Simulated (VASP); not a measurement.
# AlN (F-43m) in VASP: notebook

AlN is run at these levels: PBEsol; tasks: single point, relaxation of cell and atoms.

Program: VASP 6.6.1. These are calculated values, not measurements. Logs are shortened: lines on timing, memory, paths and dates and some standing lists are left out, and cuts for length are marked.

**1. The cell of the first run**

It takes space group F-43m (No. 216, cubic). Conventional cell: a = 4.377 Å, b = 4.377 Å, c = 4.377 Å, α = 90.00°, β = 90.00°, γ = 90.00°. Al (site symmetry -43m) has 4 N at 1.90 Å within 2.5 Å. Within 2.5 Å of N (site symmetry -43m) lie 4 Al at 1.90 Å.

**2. Single point, PBEsol**

INCAR

```
PREC = Accurate
ENCUT = 600
EDIFF = 1E-6
ISMEAR = 0
SIGMA = 0.02
LREAL = False
LASPH = True
NELM = 120
ALGO = Normal
ISIF = 2
LWAVE = False
LCHARG = False
GGA = PS
NBANDS = 11
GGA_COMPAT = False
```

KPOINTS

```
Automatic mesh
0
Gamma
  12 12 12
```

POSCAR

```
AlN
1.0
    0.0000000000      2.1886889933      2.1886889933
    2.1886889933      0.0000000000      2.1886889933
    2.1886889933      2.1886889933      0.0000000000
Al N
1 1
Direct
    0.0000000000      0.0000000000      0.0000000000
    0.2500000000      0.2500000000      0.2500000000
```

Potentials or basis: VASP PAW PBE potentials, release 64 (Al, N).

Launch:

```sh
> cat potpaw_PBE.64/Al/POTCAR potpaw_PBE.64/N/POTCAR > POTCAR
> mpirun -np 1 vasp_std > vasp.out
```

OUTCAR:

```text
PREC = Accurate
   ENCUT = 600
   EDIFF = 1E-6
   ISMEAR = 0
   LREAL = False
   LASPH = True
   NELM = 120
   ISIF = 2
   GGA = PS

 ion  position               nearest neighbor table
   1  0.000  0.000  0.000-   2 1.90   2 1.90   2 1.90   2 1.90
   2  0.250  0.250  0.250-   1 1.90   1 1.90   1 1.90   1 1.90

  LATTYP: Found a face centered cubic cell.
 ALAT       =     4.3773779866

  Lattice vectors:

 A1 = (   0.0000000000,   2.1886889933,   2.1886889933)
 A2 = (   2.1886889933,   0.0000000000,   2.1886889933)
 A3 = (   2.1886889933,   2.1886889933,   0.0000000000)

Analysis of symmetry for initial positions (statically):
=====================================================================
 Subroutine PRICEL returns:
 Original cell was already a primitive cell.

 Routine SETGRP: Setting up the symmetry group for a
 face centered cubic supercell.

 Subroutine GETGRP returns: Found 24 space group operations
 (whereof 24 operations were pure point group operations)
 out of a pool of 48 trial point group operations.

The static configuration has the point symmetry T_d .

Analysis of symmetry for dynamics (positions and initial velocities):
=====================================================================
 Subroutine PRICEL returns:
 Original cell was already a primitive cell.

 Routine SETGRP: Setting up the symmetry group for a
 face centered cubic supercell.

 Subroutine GETGRP returns: Found 24 space group operations
 (whereof 24 operations were pure point group operations)
 out of a pool of 48 trial point group operations.

The dynamic configuration has the point symmetry T_d .

 Subroutine INISYM returns: Found 24 space group operations
 (whereof 24 operations are pure point group operations),
 and found     1 'primitive' translations

----------------------------------------------------------------------------------------

                                     Primitive cell

  volume of cell :      20.9692

  direct lattice vectors                    reciprocal lattice vectors
     0.000000000  2.188688993  2.188688993    -0.228447258  0.228447258  0.228447258
     2.188688993  0.000000000  2.188688993     0.228447258 -0.228447258  0.228447258
     2.188688993  2.188688993  0.000000000     0.228447258  0.228447258 -0.228447258

  length of vectors
     3.095273658  3.095273658  3.095273658     0.395682258  0.395682258  0.395682258

  position of ions in fractional coordinates (direct lattice)
     0.000000000  0.000000000  0.000000000
     0.250000000  0.250000000  0.250000000

  ion indices of the primitive-cell ions
   primitive index   ion index
                 1           1
                 2           2

----------------------------------------------------------------------------------------

 KPOINTS: Automatic mesh

Automatic generation of k-mesh.
 Grid dimensions read from file:
 generate k-points for:   12   12   12

 Generating k-lattice:

  Cartesian coordinates                     Fractional coordinates (reciprocal lattice)
    -0.019037272  0.019037272  0.019037272     0.083333333  0.000000000  0.000000000
     0.019037272 -0.019037272  0.019037272     0.000000000  0.083333333  0.000000000
     0.019037272  0.019037272 -0.019037272     0.000000000  0.000000000  0.083333333

  Length of vectors
     0.032973522  0.032973522  0.032973522

  Shift w.r.t. Gamma in fractional coordinates (k-lattice)
     0.000000000  0.000000000  0.000000000

 Subroutine IBZKPT returns following result:
 ===========================================

 Found     72 irreducible k-points:

 Following reciprocal coordinates:
            Coordinates               Weight
  0.000000  0.000000  0.000000      1.000000
  0.083333  0.000000  0.000000      8.000000
  0.166667  0.000000  0.000000      8.000000
  0.250000  0.000000  0.000000      8.000000
  0.333333  0.000000  0.000000      8.000000
  0.416667  0.000000  0.000000      8.000000
[... 16 lines left out ...]
  0.500000  0.166667  0.000000     24.000000
 -0.416667  0.166667  0.000000     24.000000
 [... further k-points ...]
   k-points           NKPTS =     72   k-points in BZ     NKDIM =     72   number of bands    NBANDS=     11
   number of dos      NEDOS =    301   number of ions     NIONS =      2
   total plane-waves  NPLWV =  21952
   dimension x,y,z NGX =    28 NGY =   28 NGZ =   28
   dimension x,y,z NGXF=    56 NGYF=   56 NGZF=   56
   ions per type =               1   1
   NGX,Y,Z   is equivalent  to a cutoff of  15.04, 15.04, 15.04 a.u.
   NGXF,Y,Z  is equivalent  to a cutoff of  30.08, 30.08, 30.08 a.u.
 SYSTEM =  unknown system
   PREC   = accura    normal or accurate (medium, high low for compatibility)
   ISTART =      0    job   : 0-new  1-cont  2-samecut
   ICHARG =      2    charge: 1-file 2-atom 10-const
   ISPIN  =      1    spin polarized calculation?
   LNONCOLLINEAR =      F non collinear calculations
   LSORBIT =      F    spin-orbit coupling
   LASPH  =      T    aspherical Exc in radial PAW
   ENCUT  =  600.0 eV  44.10 Ry    6.64 a.u.   6.18  6.18  6.18*2*pi/ulx,y,z
   NELM   =    120;   NELMIN=  2; NELMDL= -5     # of ELM steps
   EDIFF  = 0.1E-05   stopping-criterion for ELM
   LREAL  =      F    real-space projection
   EDIFFG = 0.1E-04   stopping-criterion for IOM
   NSW    =      0    number of steps for IOM
   IBRION =     -1    ionic relax: 0-MD 1-quasi-New 2-CG
   NFREE  =      0    steps in history (QN), initial steepest desc. (CG)
   ISIF   =      2    stress and relaxation
   ISYM   =      2    0-nonsym 1-usesym 2-fastsym
   POTIM  = 0.5000    time-step for ionic-motion
   TEBEG  =    0.0;   TEEND  =   0.0 temperature during run
   PSTRESS=    0.0 pullay stress
   NELECT =       8.0000    total number of electrons
   NUPDOWN=      -1.0000    fix difference up-down
   EMIN   =  10.00;   EMAX   =-10.00  energy-range for DOS
   EFERMI =   0.00;   METHOD = LEGACY
   ISMEAR =     0;   SIGMA  =   0.02  broadening in eV -4-tet -1-fermi 0-gaus
   EFERMI_NEDOS =   21; number of points for ismear=-14 and -15
   IALGO  =     38    algorithm
   IMIX   =      4    mixing-type and parameters
     AMIX     =   0.40;   BMIX     =  1.00
     AMIX_MAG =   1.60;   BMIX_MAG =  1.00
  volume/ion in A,a.u.               =      10.48        70.75
  Fermi-wavevector in a.u.,A,eV,Ry     =   1.187346  2.243759 19.181378  1.409791
  Thomas-Fermi vector in A             =   2.323500
   LORBIT       =      0    0 simple, 1 ext, 2 COOP (PROOUT), +10 PAW based schemes
   GGA     = PS    functional components
   LHFCALC =     F    Hartree Fock is set to
   AEXX    =    0.0000 exact exchange contribution
   IVDW    =     0    specifies the selected vdW correction
   LEPSILON=     F    determine dielectric tensor
   LRPA    =     F    only Hartree local field effects (RPA)
 non-spin polarized calculation
 Gauss-broadening in eV      SIGMA  =   0.02
  energy-cutoff  :      600.00
  volume of cell :       20.97
 maximum number of plane-waves:       725
 NGX is ok and might be reduce to    28
   NGX = 13   NGY = 13   NGZ = 13

 number of electron       7.9999999 magnetization

 Free energy of the ion-electron system (eV)
  ---------------------------------------------------
  ext. energy  EPLUGINS =         0.00000000
  ---------------------------------------------------
  free energy    TOTEN  =       -15.61302439 eV

  energy without entropy =      -15.61302439  energy(sigma->0) =      -15.61302439

 E-fermi :   5.9827     XC(G=0): -11.1012

 val. band max:        5.8172330341   @ k =   0.0000   0.0000   0.0000
 cond. band min:       9.0014211361   @ k =   0.5000   0.5000   0.0000
 fundamental gap:      3.1841881019
 Fermi energy:         5.9827171595

 k-point     1 :       0.0000    0.0000    0.0000
  band No.  band energies     occupation
      1      -9.1041      2.00000
      2       5.8172      2.00000
      3       5.8172      2.00000
      4       5.8172      2.00000
      5       9.8937      0.00000
      6      18.2232      0.00000
      7      18.2232      0.00000
      8      18.2232      0.00000
      9      23.3534      0.00000
     10      23.3534      0.00000
     11      24.6932      0.00000

 k-point     2 :       0.0833    0.0000    0.0000
  band No.  band energies     occupation
      1      -9.0017      2.00000
      2       5.2208      2.00000
      3       5.7807      2.00000
      4       5.7807      2.00000
      5      10.3837      0.00000
      6      17.9427      0.00000
      7      18.3244      0.00000
      8      18.3244      0.00000
      9      22.3088      0.00000
     10      22.3088      0.00000
     11      24.0676      0.00000

 k-point     3 :       0.1667    0.0000    0.0000
  band No.  band energies     occupation
      1      -8.7048      2.00000
      2       3.9502      2.00000
      3       5.6845      2.00000
      4       5.6845      2.00000
      5      11.3188      0.00000
      6      17.3089      0.00000
      7      18.3893      0.00000
      8      18.3893      0.00000
      9      21.5356      0.00000
     10      21.5356      0.00000
     11      23.2458      0.00000

 k-point     4 :       0.2500    0.0000    0.0000
  band No.  band energies     occupation
      1      -8.2493      2.00000
      2       2.5385      2.00000
      3       5.5607      2.00000
      4       5.5607      2.00000
      5      12.1489      0.00000
      6      16.6336      0.00000
      7      17.9903      0.00000
      8      17.9903      0.00000
      9      21.9217      0.00000
     10      21.9217      0.00000
     11      22.8247      0.00000
[... 239 lines left out ...]
 k-point    22 :       0.4167    0.1667    0.0000
  band No.  band energies     occupation
      1      -7.2789      2.00000
      2       1.1378      2.00000
      3       4.5420      2.00000
      4       4.9023      2.00000
      5      12.5526      0.00000
      6      15.3352      0.00000
      7      17.3256      0.00000
      8      18.3745      0.00000
      9      21.3534      0.00000
     10      25.9145      0.00000
     11      25.9527      0.00000

 k-point    23 :       0.5000    0.1667    0.0000
  band No.  band energies     occupation
      1      -6.9149      2.00000
      2       0.4912      2.00000
      3       4.2337      2.00000
      4       4.9558      2.00000
      5      12.8554      0.00000
      6      14.8347      0.00000
      7      17.7723      0.00000
      8      17.9403      0.00000
      9      22.3611      0.00000
     10      25.9382      0.00000
     11      26.2190      0.00000

 k-point    24 :      -0.4167    0.1667    0.0000
  band No.  band energies     occupation
      1      -6.8585      2.00000
      2       0.3995      2.00000
      3       4.0262      2.00000
      4       5.0994      2.00000
      5      13.3118      0.00000
      6      14.4812      0.00000
      7      17.6974      0.00000
      8      17.8592      0.00000
      9      23.5253      0.00000
     10      24.3882      0.00000
     11      26.1799      0.00000

 [... further k-points ...]

------------------------ aborting loop because EDIFF is reached ----------------------------------------

  FORCE on cell =-STRESS in cart. coord.  units (eV):
  Direction    XX          YY          ZZ          XY          YZ          ZX
  --------------------------------------------------------------------------------------
  -------------------------------------------------------------------------------------
  Total       -0.0158725     -0.0158725     -0.0158725     -0.0000000      0.0000000     -0.0000000
  in kB       -1.2127543     -1.2127543     -1.2127543     -0.0000000      0.0000000     -0.0000000
  external PRESSURE =      -1.2127543 kB  Pullay stress =       0.0000000 kB

 VOLUME and BASIS-vectors are now :
 -----------------------------------------------------------------------------
  energy-cutoff  :      600.00
  volume of cell :       20.97
      direct lattice vectors                 reciprocal lattice vectors
     0.000000000  2.188688993  2.188688993    -0.228447258  0.228447258  0.228447258
     2.188688993  0.000000000  2.188688993     0.228447258 -0.228447258  0.228447258
     2.188688993  2.188688993  0.000000000     0.228447258  0.228447258 -0.228447258

 POSITION                                       TOTAL-FORCE (eV/Angst)
 -----------------------------------------------------------------------------------
      0.00000      0.00000      0.00000         0.000000      0.000000      0.000000
      1.09434      1.09434      1.09434        -0.000000     -0.000000     -0.000000
 -----------------------------------------------------------------------------------
    total drift:                                0.000000      0.000000      0.000000

  FREE ENERGIE OF THE ION-ELECTRON SYSTEM (eV)
  ---------------------------------------------------
  free  energy   TOTEN  =       -15.6130243924 eV

  energy  without entropy=      -15.6130243924  energy(sigma->0) =      -15.61302439
```

Wall time 22 s (1 thread of Intel Xeon 8259CL, shared host); peak memory 0.16 GiB.

Results:

```yaml
Free_energy: -15.6130 eV
Pressure: -0.1 GPa
Band_gap_on_the_k_mesh: 3.18 eV (least direct gap 4.08 eV)
```

Caveat: the PAW data sets were made with another functional, which shifts forces and pressure a little. A k mesh can miss the band edges.

**3. Single point, PBEsol**

INCAR

```
SYSTEM = AlN
  PREC = Accurate
  ENCUT = 600
  EDIFF = 1E-6
  ISMEAR = 0
  SIGMA = 0.01
  LREAL = .FALSE.
  LASPH = .TRUE.
  NELM = 120
  ALGO = Normal
  ISIF = 2
  LWAVE = .FALSE.
  LCHARG = .FALSE.
  GGA = PS
  NBANDS = 11
  GGA_COMPAT = .FALSE.
```

KPOINTS

```
regular mesh
0
G
  12 12 12
  0 0 0
```

POSCAR is that of step 2.

Potentials or basis: VASP PAW PBE potentials, release 64 (Al, N).

Launch:

```sh
> cat potpaw_PBE.64/Al/POTCAR potpaw_PBE.64/N/POTCAR > POTCAR
> mpirun -np 1 vasp_std > vasp.out
```

It took 20 s on 1 thread of Intel Xeon 8259CL, shared host; peak memory 0.16 GiB.

It converged, with:

| Quantity | Value |
| --- | --- |
| Free energy | -15.6130 eV |
| Pressure | -0.1 GPa |
| Band gap on the k mesh | 3.18 eV (least direct gap 4.08 eV) |

Levels at points of the mesh, in eV from the valence-band top:
```
           k point  band 1  band 2  band 3  band 4  band 5  band 6  band 7  band 8
(0.00, 0.00, 0.00)  -14.92    0.00    0.00    0.00    4.08   12.41   12.41   12.41
(0.50, 0.00, 0.00)  -12.86   -5.89   -0.48   -0.48    7.23    9.72   11.00   11.00
(0.50, 0.50, 0.00)  -12.22   -4.93   -1.78   -1.78    3.18    8.44   13.79   15.55
```

Caveat: the PAW data sets were made with another functional, which shifts forces and pressure a little. A k mesh can miss the band edges.

**4. Single point, PBEsol**

INCAR

```
PREC = Accurate
ENCUT = 600
EDIFF = 1E-6
ISMEAR = 0
SIGMA = 0.01
LREAL = False
LASPH = True
NELM = 120
ALGO = Normal
ISIF = 2
LWAVE = False
LCHARG = False
GGA = PS
NBANDS = 11
GGA_COMPAT = False
```

KPOINTS

```
Automatic mesh
0
Gamma
  12 12 12
```

POSCAR is that of step 3.

Launch:

```sh
> cat potpaw_PBE.64/Al/POTCAR potpaw_PBE.64/N/POTCAR > POTCAR
> mpirun -np 1 vasp_std > vasp.out
```

Run time: 22 s. Hardware: 1 thread of Intel Xeon 8259CL, shared host; peak memory 0.16 GiB.

Results (log left out):

```
Free energy            : -15.6130 eV
Pressure               : -0.1 GPa
Band gap on the k mesh : 3.18 eV (least direct gap 4.08 eV)
```

Levels at points of the mesh, in eV from the valence-band top:
```
           k point  band 2  band 3  band 4  band 5  band 6  band 7
(0.00, 0.00, 0.00)    0.00    0.00    0.00    4.08   12.41   12.41
(0.50, 0.00, 0.00)   -5.89   -0.48   -0.48    7.23    9.72   11.00
(0.50, 0.50, 0.00)   -4.93   -1.78   -1.78    3.18    8.44   13.79
```

Caveat: the PAW data sets were made with another functional, which shifts forces and pressure a little.

**5. Relaxation of cell and atoms, PBEsol**

INCAR

```
SYSTEM = AlN
PREC = Accurate
ENCUT = 600
EDIFF = 1E-7
ISMEAR = 0
SIGMA = 0.02
LREAL = .False.
LASPH = .True.
NELM = 120
ALGO = Normal
ISIF = 3
LWAVE = .False.
LCHARG = .False.
GGA = PS
IBRION = 2
NSW = 100
EDIFFG = -0.002
GGA_COMPAT = .False.
NELMIN = 4
```

KPOINTS

```
Automatic mesh
0
Gamma
  12 12 12
  0 0 0
```

POSCAR

```
AlN
1.0
    0.0000000000      2.1900000000      2.1900000000
    2.1900000000      0.0000000000      2.1900000000
    2.1900000000      2.1900000000      0.0000000000
Al N
1 1
Direct
    0.0000000000      0.0000000000      0.0000000000
    0.2500000000      0.2500000000      0.2500000000
```

Launch:

```sh
> cat potpaw_PBE.64/Al/POTCAR potpaw_PBE.64/N/POTCAR > POTCAR
> mpirun -np 1 vasp_std > vasp.out
```

Wall time 35 s (1 thread of Intel Xeon 8259CL, shared host); peak memory 0.16 GiB.

It converged, with:

```yaml
Free_energy: -15.6131 eV
Relaxed_volume: 10.48 Å³/atom
Relaxed_cell: a = 3.095 Å, b = 3.095 Å, c = 3.095 Å, α = 60.00°, β = 60.00°, γ = 60.00°
Space_group_after_relaxing_to_0.1_Å: F-43m (No. 216)
Energy_gained_by_relaxing: 0.0 meV/atom
Ionic_steps: 3
Pressure_after_relaxing: 0.0 GPa
Band_gap_on_the_k_mesh: 3.18 eV (least direct gap 4.08 eV)
```

Final structure:
```
Al N
1.0
     0.00000    2.18827    2.18827
     2.18827    0.00000    2.18827
     2.18827    2.18827    0.00000
Al N
1 1
Direct
  0.00000 0.00000 0.00000
  0.25000 0.25000 0.25000
```

Levels at points of the mesh, in eV from the valence-band top:
```
           k point  band 1  band 2  band 3  band 4  band 5  band 6  band 7  band 8
(0.00, 0.00, 0.00)  -14.92    0.00    0.00    0.00    4.08   12.41   12.41   12.41
(0.50, 0.00, 0.00)  -12.86   -5.89   -0.48   -0.48    7.23    9.73   11.00   11.00
(0.50, 0.50, 0.00)  -12.22   -4.93   -1.78   -1.78    3.18    8.45   13.79   15.55
```

Caveat: the PAW data sets were made with another functional, which shifts forces and pressure a little.

**6. The runs side by side**

| task | cell | smearing | gap on the mesh (eV) | pressure (GPa) |
| --- | --- | --- | --- | --- |
| single point | a = 3.095 Å, angles 60.0°, 2 atoms | gaussian 0.02 eV | 3.18 | -0.1 |
| single point | a = 3.095 Å, angles 60.0°, 2 atoms | gaussian 0.01 eV | 3.18 | -0.1 |
| relaxation of cell and atoms | relaxed from a = 3.097 Å, angles 60.0°, 2 atoms | gaussian 0.02 eV | 3.18 | 0.0 |

Alike in all rows: level PBEsol; potentials or basis VASP PAW PBE potentials, release 64 (Al, N); no spin polarisation; k mesh 12 × 12 × 12; cutoff (eV) 600.

Caveats: the PAW data sets were made with another functional, which shifts forces and pressure a little.

Absolute energies hang on the potentials; compare differences alone.
